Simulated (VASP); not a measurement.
# GaRh3C (Pm-3m) in VASP: further runs

Runs on GaRh3C. Level: PBEsol. Tasks: single point, relaxation of cell and atoms.

All numbers are computed with VASP 6.6.1; they aren't measurements. Logs are shortened: lines on timing, memory, paths and dates and some standing lists are left out, and cuts for length are marked.

## Step 1: The cell of the first run

The structure is cubic, space group Pm-3m (No. 221). The conventional cell has a = 3.842 Å, b = 3.842 Å, c = 3.842 Å, α = 90.00°, β = 90.00°, γ = 90.00°. Within 3.6 Å of Ga (site symmetry m-3m) lie 12 Rh at 2.72 Å and 8 C at 3.33 Å. Rh (site symmetry 4/mmm) has 2 C at 1.92 Å within 2.5 Å. C (site symmetry m-3m) has 6 Rh at 1.92 Å within 2.5 Å.

## Step 2: Single point, PBEsol

Input file INCAR:

```
PREC = Accurate ; ENCUT = 520
EDIFF = 1E-7 ; ISMEAR = 0
SIGMA = 0.1 ; LREAL = False
LASPH = True ; NELM = 100
ALGO = Normal ; ISIF = 2
LWAVE = False ; LCHARG = False
GGA = PS ; NBANDS = 39
```

Input file KPOINTS:

```
Automatic mesh
0
Gamma
  6 6 6
```

Input file POSCAR:

```
GaRh3C
1.0
    3.8418924909      0.0000000000      0.0000000000
    0.0000000000      3.8418924909      0.0000000000
    0.0000000000      0.0000000000      3.8418924909
Ga Rh C
1 3 1
Direct
    0.0000000000      0.0000000000      0.0000000000
    0.0000000000      0.5000000000      0.5000000000
    0.5000000000      0.0000000000      0.5000000000
    0.5000000000      0.5000000000      0.0000000000
    0.5000000000      0.5000000000      0.5000000000
```

Potentials or basis: VASP PAW PBE potentials, release 64 (Ga_d, Rh_pv, C).

Run with:

```
$ cat potpaw_PBE.64/Ga_d/POTCAR potpaw_PBE.64/Rh_pv/POTCAR potpaw_PBE.64/C/POTCAR > POTCAR
$ mpirun -np 1 vasp_std > vasp.out
```

OUTCAR:

```text
PREC = Accurate
   ENCUT = 520
   EDIFF = 1E-7
   ISMEAR = 0
   LREAL = False
   LASPH = True
   NELM = 100
   ISIF = 2
   GGA = PS

 ion  position               nearest neighbor table
   1  0.000  0.000  0.000-   2 2.72   3 2.72   4 2.72   2 2.72   3 2.72   2 2.72   4 2.72   2 2.72
                             3 2.72   4 2.72   3 2.72   4 2.72
   2  0.000  0.500  0.500-   5 1.92   5 1.92   4 2.72   1 2.72   1 2.72   4 2.72   1 2.72   3 2.72
                             1 2.72   3 2.72   4 2.72   3 2.72   4 2.72   3 2.72
   3  0.500  0.000  0.500-   5 1.92   5 1.92   4 2.72   1 2.72   1 2.72   4 2.72   2 2.72   4 2.72
                             2 2.72   4 2.72   1 2.72   2 2.72   1 2.72   2 2.72
   4  0.500  0.500  0.000-   5 1.92   5 1.92   3 2.72   1 2.72   2 2.72   3 2.72   2 2.72   1 2.72
                             3 2.72   3 2.72   1 2.72   2 2.72   2 2.72   1 2.72
   5  0.500  0.500  0.500-   2 1.92   3 1.92   4 1.92   4 1.92   3 1.92   2 1.92

  LATTYP: Found a simple cubic cell.
 ALAT       =     3.8418924909

  Lattice vectors:

 A1 = (   3.8418924909,   0.0000000000,   0.0000000000)
 A2 = (   0.0000000000,   3.8418924909,   0.0000000000)
 A3 = (   0.0000000000,   0.0000000000,   3.8418924909)

Analysis of symmetry for initial positions (statically):
=====================================================================
 Subroutine PRICEL returns:
 Original cell was already a primitive cell.

 Routine SETGRP: Setting up the symmetry group for a
 simple cubic supercell.

 Subroutine GETGRP returns: Found 48 space group operations
 (whereof 48 operations were pure point group operations)
 out of a pool of 48 trial point group operations.

The static configuration has the point symmetry O_h .

Analysis of symmetry for dynamics (positions and initial velocities):
=====================================================================
 Subroutine PRICEL returns:
 Original cell was already a primitive cell.

 Routine SETGRP: Setting up the symmetry group for a
 simple cubic supercell.

 Subroutine GETGRP returns: Found 48 space group operations
 (whereof 48 operations were pure point group operations)
 out of a pool of 48 trial point group operations.

The dynamic configuration has the point symmetry O_h .

 Subroutine INISYM returns: Found 48 space group operations
 (whereof 48 operations are pure point group operations),
 and found     1 'primitive' translations

----------------------------------------------------------------------------------------

                                     Primitive cell

  volume of cell :      56.7069

  direct lattice vectors                    reciprocal lattice vectors
[... 93 lines left out ...]
   NFREE  =      0    steps in history (QN), initial steepest desc. (CG)
   ISIF   =      2    stress and relaxation
   ISYM   =      2    0-nonsym 1-usesym 2-fastsym
   POTIM  = 0.5000    time-step for ionic-motion
   TEBEG  =    0.0;   TEEND  =   0.0 temperature during run
   PSTRESS=    0.0 pullay stress
   NELECT =      62.0000    total number of electrons
   NUPDOWN=      -1.0000    fix difference up-down
   EMIN   =  10.00;   EMAX   =-10.00  energy-range for DOS
   EFERMI =   0.00;   METHOD = LEGACY
   ISMEAR =     0;   SIGMA  =   0.10  broadening in eV -4-tet -1-fermi 0-gaus
   EFERMI_NEDOS =   21; number of points for ismear=-14 and -15
   IALGO  =     38    algorithm
   IMIX   =      4    mixing-type and parameters
     AMIX     =   0.40;   BMIX     =  1.00
     AMIX_MAG =   1.60;   BMIX_MAG =  1.00
  volume/ion in A,a.u.               =      11.34        76.54
  Fermi-wavevector in a.u.,A,eV,Ry     =   1.686528  3.187076 38.700088  2.844376
  Thomas-Fermi vector in A             =   2.769177
   LORBIT       =      0    0 simple, 1 ext, 2 COOP (PROOUT), +10 PAW based schemes
   GGA     = PS    functional components
   LHFCALC =     F    Hartree Fock is set to
   AEXX    =    0.0000 exact exchange contribution
   IVDW    =     0    specifies the selected vdW correction
   LEPSILON=     F    determine dielectric tensor
   LRPA    =     F    only Hartree local field effects (RPA)
 non-spin polarized calculation
 Gauss-broadening in eV      SIGMA  =   0.10
  energy-cutoff  :      520.00
  volume of cell :       56.71
 maximum number of plane-waves:      1568
 NGX is ok and might be reduce to    30
   NGX = 15   NGY = 15   NGZ = 15

 number of electron      62.0000035 magnetization

 Free energy of the ion-electron system (eV)
  ---------------------------------------------------
  ext. energy  EPLUGINS =         0.00000000
  ---------------------------------------------------
  free energy    TOTEN  =       -37.37846138 eV

  energy without entropy =      -37.37020196  energy(sigma->0) =      -37.37433167

 E-fermi :  12.6177     XC(G=0): -14.1728

 val. band max:       12.5728546113   @ k =   0.5000   0.0000   0.0000
 cond. band min:      12.6487315960   @ k =   0.0000   0.0000   0.0000
 fundamental gap:      0.0758769847
 Fermi energy:        12.6177340487

 k-point     1 :       0.0000    0.0000    0.0000
  band No.  band energies     occupation
      1     -35.2434      2.00000
      2     -35.2434      2.00000
      3     -35.2434      2.00000
      4     -34.3111      2.00000
      5     -34.3111      2.00000
      6     -34.3111      2.00000
[... 829 lines left out ...]
     38      22.8800      0.00000
     39      24.4180      0.00000

------------------------ aborting loop because EDIFF is reached ----------------------------------------

  FORCE on cell =-STRESS in cart. coord.  units (eV):
  Direction    XX          YY          ZZ          XY          YZ          ZX
  --------------------------------------------------------------------------------------
  -------------------------------------------------------------------------------------
  Total       13.5964944     13.5964944     13.5964944      0.0000000      0.0000000     -0.0000000
  in kB      384.1509472    384.1509472    384.1509472      0.0000000      0.0000000     -0.0000000
  external PRESSURE =     384.1509472 kB  Pullay stress =       0.0000000 kB

 VOLUME and BASIS-vectors are now :
 -----------------------------------------------------------------------------
  energy-cutoff  :      520.00
  volume of cell :       56.71
      direct lattice vectors                 reciprocal lattice vectors
     3.841892491  0.000000000  0.000000000     0.260288387  0.000000000  0.000000000
     0.000000000  3.841892491  0.000000000     0.000000000  0.260288387  0.000000000
     0.000000000  0.000000000  3.841892491     0.000000000  0.000000000  0.260288387

 POSITION                                       TOTAL-FORCE (eV/Angst)
 -----------------------------------------------------------------------------------
      0.00000      0.00000      0.00000         0.000000      0.000000      0.000000
      0.00000      1.92095      1.92095         0.000000      0.000000      0.000000
      1.92095      0.00000      1.92095         0.000000      0.000000      0.000000
      1.92095      1.92095      0.00000         0.000000      0.000000      0.000000
      1.92095      1.92095      1.92095         0.000000      0.000000      0.000000
 -----------------------------------------------------------------------------------
    total drift:                                0.000000      0.000000     -0.000000

  FREE ENERGIE OF THE ION-ELECTRON SYSTEM (eV)
  ---------------------------------------------------
  free  energy   TOTEN  =       -37.3784613768 eV

  energy  without entropy=      -37.3702019604  energy(sigma->0) =      -37.37433167
```

stdout:

```text
POSCAR found type information on POSCAR GaRhC
 POSCAR found :  3 types and       5 ions
 scaLAPACK will be used
 -----------------------------------------------------------------------------
|                                                                             |
|                                                                             |
|     You enforced a specific xc type in the INCAR file but a different       |
|     I HOPE YOU KNOW WHAT YOU ARE DOING!                                     |
|                                                                             |
 -----------------------------------------------------------------------------

 LDA part: xc-table for (Slater+PW92), standard interpolation
 POSCAR, INCAR and KPOINTS ok, starting setup
 FFT: planning ... GRIDC
 FFT: planning ... GRID_SOFT
 FFT: planning ... GRID
 WAVECAR not read
 entering main loop
```

It took 79 s on 1 thread of AMD EPYC 9R45, shared host; peak memory 0.16 GiB.

What came out:

```yaml
Free_energy: -37.3785 eV
Pressure: 38.4 GPa
Band_gap_on_the_k_mesh: zero (band 31 reaches 12.57 eV, above the bottom of band 32 at 12.36 eV)
```

Levels at points of the mesh, in eV from the Fermi level:
```csv
k point,band 28,band 29,band 30,band 31,band 32,band 33,band 34,band 35
"(0.00, 0.00, 0.00)",-2.28,-2.28,-0.05,-0.05,-0.05,0.03,1.50,1.50
"(0.50, 0.00, 0.00)",-2.47,-2.41,-1.50,-0.04,0.56,0.56,2.44,4.85
"(0.50, 0.50, 0.00)",-2.21,-2.12,-1.52,-0.97,0.79,0.79,2.00,5.33
"(0.50, 0.50, 0.50)",-2.72,-1.60,-1.60,-0.26,-0.26,-0.26,1.68,3.56
```

Caveat: the PAW data sets were made with another functional, which shifts forces and pressure a little.

## Step 3: Relaxation of cell and atoms, PBEsol

Input file INCAR:

```
PREC     = Accurate       # precision mode
ENCUT    = 600            # plane-wave cutoff, eV
EDIFF    = 1E-6           # SCF threshold, eV
ISMEAR   = 0              # smearing method
SIGMA    = 0.1            # smearing width, eV
LREAL    = F              # projectors in reciprocal space
LASPH    = T              # aspherical terms in the spheres
NELM     = 80             # most SCF steps
ALGO     = Normal         # electronic algorithm
ISIF     = 3              # what is computed and relaxed
LWAVE    = F              # write WAVECAR
LCHARG   = F              # write CHGCAR
GGA      = PS             # functional
IBRION   = 2              # ionic algorithm
NSW      = 100            # ionic steps
EDIFFG   = -0.05          # ionic threshold
```

Input file KPOINTS:

```
regular mesh
0
Gamma
  6 6 6
```

POSCAR is that of step 2.

Potentials or basis: VASP PAW PBE potentials, release 64 (Ga_d, Rh_pv, C).

Run with:

```
$ cat potpaw_PBE.64/Ga_d/POTCAR potpaw_PBE.64/Rh_pv/POTCAR potpaw_PBE.64/C/POTCAR > POTCAR
$ mpirun -np 1 vasp_std > vasp.out
```

It took 69 s on 1 thread of Intel Xeon 6975P-C (Granite Rapids), shared host; peak memory 0.21 GiB.

It converged, with:

```yaml
Free_energy: -38.1280 eV
Relaxed_volume: 12.76 Å³/atom
Relaxed_cell: a = 3.996 Å, b = 3.996 Å, c = 3.996 Å, α = 90.00°, β = 90.00°, γ = 90.00°
Space_group_after_relaxing_to_0.05_Å: Pm-3m (No. 221)
Energy_gained_by_relaxing: 149.5 meV/atom
Ionic_steps: 4
Pressure_after_relaxing: -0.5 GPa
Band_gap_on_the_k_mesh: zero (band 31 reaches 10.47 eV, above the bottom of band 32 at 10.32 eV)
```

Step by step:
```csv
step,energy change (eV),largest force (eV/Å),pressure (GPa),volume (Å³)
1,0.0000,0.0000,38.26,56.71
2,1.7163,0.0000,-33.69,81.96
3,-0.7425,0.0000,-2.52,64.38
4,-0.7476,0.0000,-0.45,63.82
```

Final structure:
```
Ga Rh C
1.0
     3.99633    0.00000    0.00000
     0.00000    3.99633    0.00000
     0.00000    0.00000    3.99633
Ga Rh C
1 3 1
Direct
  0.00000 0.00000 0.00000
  0.00000 0.50000 0.50000
  0.50000 0.00000 0.50000
  0.50000 0.50000 0.00000
  0.50000 0.50000 0.50000
```

Levels at points of the mesh, in eV from the Fermi level:
```tsv
k point	band 27	band 28	band 29	band 30	band 31	band 32	band 33	band 34	band 35	band 36
(0.00, 0.00, 0.00)	-1.87	-1.87	-1.87	-0.06	-0.06	-0.06	0.04	1.75	1.75	1.75
(0.50, 0.00, 0.00)	-2.02	-2.02	-2.02	-1.21	-0.06	0.56	0.56	2.05	4.28	4.51
(0.50, 0.50, 0.00)	-1.98	-1.82	-1.80	-1.23	-0.80	0.69	0.69	1.84	4.78	5.50
(0.50, 0.50, 0.50)	-2.16	-2.16	-1.30	-1.30	-0.21	-0.21	-0.21	1.22	3.06	3.06
```

Caveat: the PAW data sets were made with another functional, which shifts forces and pressure a little.

## Step 4: Relaxation of cell and atoms, PBEsol

This run uses another cell than the first one, of 12.74 Å³/atom, 1.123 times its volume.

Input file INCAR:

```
SYSTEM = GaRh3C
ALGO = Normal
EDIFF = 1E-7
EDIFFG = -0.001
ENCUT = 600
GGA = PS
IBRION = 2
ISIF = 3
ISMEAR = -1
LASPH = .TRUE.
LCHARG = .FALSE.
LREAL = .FALSE.
LWAVE = .FALSE.
NELM = 60
NSW = 80
PREC = Accurate
SIGMA = 0.15
```

Input file KPOINTS:

```
k-points
0
G
  10 10 10
  0 0 0
```

Edit POSCAR of step 3 so:

```diff
@@ -2,5 +2,5 @@
 1.0
-    3.8418924909      0.0000000000      0.0000000000
-    0.0000000000      3.8418924909      0.0000000000
-    0.0000000000      0.0000000000      3.8418924909
+    3.9932418848      0.0000000000      0.0000000000
+    0.0000000000      3.9932418848      0.0000000000
+    0.0000000000      0.0000000000      3.9932418848
 Ga Rh C
```

Run with:

```
$ cat potpaw_PBE.64/Ga_d/POTCAR potpaw_PBE.64/Rh_pv/POTCAR potpaw_PBE.64/C/POTCAR > POTCAR
$ mpirun -np 1 vasp_std > vasp.out
```

It took 1.7 min on 1 thread of Intel Xeon 6975P-C (Granite Rapids), shared host; peak memory 0.28 GiB.

The run converged. Its results:

```yaml
Free_energy: -38.1999 eV
Relaxed_volume: 12.75 Å³/atom
Relaxed_cell: a = 3.995 Å, b = 3.995 Å, c = 3.995 Å, α = 90.00°, β = 90.00°, γ = 90.00°
Space_group_after_relaxing_to_0.05_Å: Pm-3m (No. 221)
Energy_gained_by_relaxing: 0.0 meV/atom
Ionic_steps: 3
Pressure_after_relaxing: 0.0 GPa
Band_gap_on_the_k_mesh: zero (band 31 reaches 10.50 eV, above the bottom of band 32 at 10.32 eV)
```

Final structure:
```
CELL_PARAMETERS angstrom
3.99481 0.00000 0.00000
0.00000 3.99481 0.00000
0.00000 0.00000 3.99481
ATOMIC_POSITIONS crystal
Ga 0.00000 0.00000 0.00000
Rh 0.00000 0.50000 0.50000
Rh 0.50000 0.00000 0.50000
Rh 0.50000 0.50000 0.00000
C 0.50000 0.50000 0.50000
```

Levels at points of the mesh, in eV from the Fermi level:
```csv
k point,band 29,band 30,band 31,band 32,band 33,band 34
"(0.00, 0.00, 0.00)",-1.88,-0.06,-0.06,-0.06,0.03,1.77
"(0.50, 0.00, 0.00)",-2.02,-1.21,-0.06,0.58,0.58,2.07
"(0.50, 0.50, 0.00)",-1.80,-1.23,-0.80,0.69,0.69,1.86
"(0.50, 0.50, 0.50)",-1.30,-1.30,-0.21,-0.21,-0.21,1.23
```

Caveat: the PAW data sets were made with another functional, which shifts forces and pressure a little.

## Step 5: The runs side by side

| task | cell | k mesh | cutoff (eV) | smearing | gap on the mesh (eV) | pressure (GPa) | relaxed volume (Å³/atom) |
| --- | --- | --- | --- | --- | --- | --- | --- |
| single point | a = 3.842 Å, 5 atoms | 6 × 6 × 6 | 520 | gaussian 0.1 eV | none | 38.4 | - |
| relaxation of cell and atoms | relaxed from a = 3.842 Å, 5 atoms | 6 × 6 × 6 | 600 | gaussian 0.1 eV | none | -0.5 | 12.76 |
| relaxation of cell and atoms | relaxed from a = 3.993 Å, 5 atoms | 10 × 10 × 10 | 600 | fermi-dirac 0.15 eV | none | 0.0 | 12.75 |

Alike in all rows: level PBEsol; potentials or basis VASP PAW PBE potentials, release 64 (Ga_d, Rh_pv, C); no spin polarisation.

Caveats: the PAW data sets were made with another functional, which shifts forces and pressure a little.

Total energies depend on the potentials used, so only differences within one code and one set of settings carry meaning.
